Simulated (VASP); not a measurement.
# Li4BeNbP3 (P-43m) in VASP: notebook, part 2 of 2

VASP 6.6.1. The steps go on from the part before.

### 5 Single point, PBE

This run uses another cell than the first one, of 15.02 Å³/atom, 0.841 times its volume.

INCAR reads:

```
PREC = Accurate ; ENCUT = 520
EDIFF = 1E-6 ; ISMEAR = 0
SIGMA = 0.1 ; LREAL = F
LASPH = T ; NELM = 100
ALGO = Normal ; ISIF = 2
LWAVE = F ; LCHARG = F
GGA = PE ; NBANDS = 31
```

KPOINTS reads:

```
Automatic mesh
0
Gamma
  4 4 4
```

POSCAR reads:

```
Li4BeNbP3
1.0
    5.1317109700      0.0000000000      0.0000000000
    0.0000000000      5.1317109700      0.0000000000
    0.0000000000      0.0000000000      5.1317109700
Li Be Nb P
4 1 1 3
Direct
    0.2312739900      0.2312739900      0.2312739900
    0.7687260100      0.7687260100      0.2312739900
    0.2312739900      0.7687260100      0.7687260100
    0.7687260100      0.2312739900      0.7687260100
    0.5000000000      0.5000000000      0.5000000000
    0.0000000000      0.0000000000      0.0000000000
    0.0000000000      0.5000000000      0.0000000000
    0.0000000000      0.0000000000      0.5000000000
    0.5000000000      0.0000000000      0.0000000000
```

Started as:

```console
$ cat potpaw_PBE.64/Li_sv/POTCAR potpaw_PBE.64/Be/POTCAR potpaw_PBE.64/Nb_sv/POTCAR potpaw_PBE.64/P/POTCAR > POTCAR
$ mpirun -np 1 vasp_std > vasp.out
```

Wall time 24 s (1 thread of Intel Xeon 6975P-C (Granite Rapids), shared host); peak memory 0.25 GiB.

Results (log left out):

```yaml
Free_energy: -30.0286 eV
Largest_force: 4.933 eV/Å
Band_gap_on_the_k_mesh: zero (band 21 reaches 5.07 eV, above the bottom of band 22 at 3.95 eV)
```

Forces on the atoms (eV/Å):
```
Li   2.848  2.848  2.848
Li  -2.848 -2.848  2.848
Li   2.848 -2.848 -2.848
Li  -2.848  2.848 -2.848
Be   0.000  0.000  0.000
Nb   0.000  0.000  0.000
P    0.000  0.000  0.000
P    0.000  0.000  0.000
P    0.000  0.000  0.000
```

Levels at points of the mesh, in eV from the Fermi level:
| k point | band 17 | band 18 | band 19 | band 20 | band 21 | band 22 | band 23 | band 24 | band 25 | band 26 |
| --- | --- | --- | --- | --- | --- | --- | --- | --- | --- | --- |
| (0.00, 0.00, 0.00) | -1.29 | -1.29 | -0.87 | -0.87 | -0.87 | -0.53 | -0.53 | -0.53 | 1.17 | 1.17 |
| (0.50, 0.00, 0.00) | -1.96 | -1.96 | -0.86 | -0.59 | -0.59 | 0.36 | 0.41 | 0.68 | 0.68 | 1.26 |
| (0.50, 0.50, 0.00) | -1.90 | -1.90 | -1.74 | -1.66 | 0.40 | 1.16 | 1.17 | 1.17 | 1.87 | 1.93 |
| (0.50, 0.50, 0.50) | -4.05 | -2.31 | 0.42 | 0.42 | 0.42 | 0.45 | 0.45 | 0.45 | 3.96 | 3.96 |

Caveat: the cutoff is under 1.25 times the usual one of these potentials, so pressure, stress and relaxed cells hold a basis-set (Pulay) error; forces of over 1 eV/Å act on the atoms, so gaps and moduli don't describe the material at rest.

### 6 Single point, PBE

This run uses another cell than the first one, of 17.81 Å³/atom, 0.997 times its volume.

INCAR reads:

```
SYSTEM = Li4BeNbP3
ALGO     = Normal         ! electronic algorithm
EDIFF    = 1E-6           ! SCF threshold, eV
ENCUT    = 520            ! plane-wave cutoff, eV
GGA      = PE             ! functional
ISIF     = 2              ! what is computed and relaxed
ISMEAR   = 0              ! smearing method
LASPH    = .True.         ! aspherical terms in the spheres
LCHARG   = .False.        ! write CHGCAR
LREAL    = .False.        ! projectors in reciprocal space
LWAVE    = .False.        ! write WAVECAR
NBANDS   = 31             ! bands
NELM     = 100            ! most SCF steps
PREC     = Accurate       ! precision mode
SIGMA    = 0.1            ! smearing width, eV
```

KPOINTS reads:

```
k-points
0
Gamma
  4 4 4
  0 0 0
```

POSCAR reads:

```
Li4BeNbP3
1.0
    5.4317304963      0.0000000000      0.0000000000
    0.0000000000      5.4317304963      0.0000000000
    0.0000000000      0.0000000000      5.4317304963
Li Be Nb P
4 1 1 3
Direct
    0.2726650826      0.2726650826      0.2726650826
    0.7273349174      0.7273349174      0.2726650826
    0.2726650826      0.7273349174      0.7273349174
    0.7273349174      0.2726650826      0.7273349174
    0.5000000000      0.5000000000      0.5000000000
    0.0000000000      0.0000000000      0.0000000000
    0.0000000000      0.5000000000      0.0000000000
    0.0000000000      0.0000000000      0.5000000000
    0.5000000000      0.0000000000      0.0000000000
```

Potentials or basis: VASP PAW PBE potentials, release 64 (Li_sv, Be, Nb_sv, P).

Started as:

```console
$ cat potpaw_PBE.64/Li_sv/POTCAR potpaw_PBE.64/Be/POTCAR potpaw_PBE.64/Nb_sv/POTCAR potpaw_PBE.64/P/POTCAR > POTCAR
$ mpirun -np 1 vasp_std > vasp.out
```

Run time: 25 s. Hardware: 1 thread of Intel Xeon 6975P-C (Granite Rapids), shared host; peak memory 0.26 GiB.

Results (log left out):

- Free energy: -34.9703 eV
- Largest force: 0.007 eV/Å
- Band gap on the k mesh: zero (band 21 reaches 3.86 eV, above the bottom of band 22 at 3.03 eV)

Forces on the atoms (eV/Å):
```
Li   0.004  0.004  0.004
Li  -0.004 -0.004  0.004
Li   0.004 -0.004 -0.004
Li  -0.004  0.004 -0.004
Be   0.000  0.000  0.000
Nb   0.000  0.000  0.000
P    0.000  0.000  0.000
P    0.000  0.000  0.000
P    0.000  0.000  0.000
```

Levels at points of the mesh, in eV from the Fermi level:
| k point | band 17 | band 18 | band 19 | band 20 | band 21 | band 22 | band 23 | band 24 | band 25 | band 26 |
| --- | --- | --- | --- | --- | --- | --- | --- | --- | --- | --- |
| (0.00, 0.00, 0.00) | -0.90 | -0.90 | -0.65 | -0.65 | -0.65 | -0.28 | -0.28 | -0.28 | 1.05 | 1.05 |
| (0.50, 0.00, 0.00) | -2.16 | -1.51 | -0.81 | -0.28 | -0.28 | -0.14 | 0.19 | 0.75 | 0.75 | 1.10 |
| (0.50, 0.50, 0.00) | -2.20 | -1.71 | -1.71 | -1.55 | 0.37 | 0.80 | 1.30 | 1.30 | 1.49 | 1.61 |
| (0.50, 0.50, 0.50) | -3.03 | -2.86 | 0.43 | 0.43 | 0.43 | 0.45 | 0.45 | 0.45 | 2.88 | 2.88 |

Caveat: the cutoff is under 1.25 times the usual one of these potentials, so pressure, stress and relaxed cells hold a basis-set (Pulay) error.

### 7 Summary

```tsv
task	cell	k mesh	cutoff (eV)	gap on the mesh (eV)	largest force (eV/Å)
single point	a = 5.437 Å, 9 atoms	8 × 8 × 8	520	none	-
relaxation of cell and atoms	relaxed from a = 5.432 Å, 9 atoms	8 × 8 × 8	600	none	-
single point	a = 5.132 Å, 9 atoms	4 × 4 × 4	520	none	4.93
single point	a = 5.432 Å, 9 atoms	4 × 4 × 4	520	none	0.01
```

Alike in all rows: level PBE; potentials or basis VASP PAW PBE potentials, release 64 (Li_sv, Be, Nb_sv, P); no spin polarisation; smearing gaussian 0.1 eV.

Caveats: the cutoff is under 1.25 times the usual one of these potentials, so pressure, stress and relaxed cells hold a basis-set (Pulay) error; forces of over 1 eV/Å act on the atoms, so gaps and moduli don't describe the material at rest (some runs).

Total energies depend on the potentials used, so only differences within one code and one set of settings carry meaning.
